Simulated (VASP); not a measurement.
Here is a VASP 6.6.1 calculation.

The input INCAR:

```
PREC = Accurate
ENCUT = 600
EDIFF = 1E-6
ISMEAR = -1
SIGMA = 0.02
LREAL = False
LASPH = True
NELM = 120
ALGO = Normal
ISIF = 2
LWAVE = False
LCHARG = False
GGA = PE
NBANDS = 15
GGA_COMPAT = False
```

The input KPOINTS:

```
Automatic mesh
0
Gamma
  8 8 8
```

File POSCAR:

```
BaO
1.0
   -0.0275000000      2.7362500000      2.7362500000
    2.7362500000     -0.0275000000      2.7362500000
    2.7362500000      2.7362500000     -0.0275000000
Ba O
1 1
Direct
    0.0000000000      0.0000000000      0.0000000000
    0.5000000000      0.5000000000      0.5000000000
```

Potentials or basis: VASP PAW PBE potentials, release 64 (Ba_sv, O).

Run with:

```console
$ cat potpaw_PBE.64/Ba_sv/POTCAR potpaw_PBE.64/O/POTCAR > POTCAR
$ mpirun -np 1 vasp_std > vasp.out
```

(1) Predict the band gap on the k mesh.

(2) Estimate the pressure.

Results:

(1) 1.90 eV.

(2) 4.8 GPa.

Caveat: the cell differs from its parent crystal (equal xy, yz and zx shear strains of -1 %); the cell stands under pressure; spin-orbit coupling is left out, which moves the levels of the heavy elements.
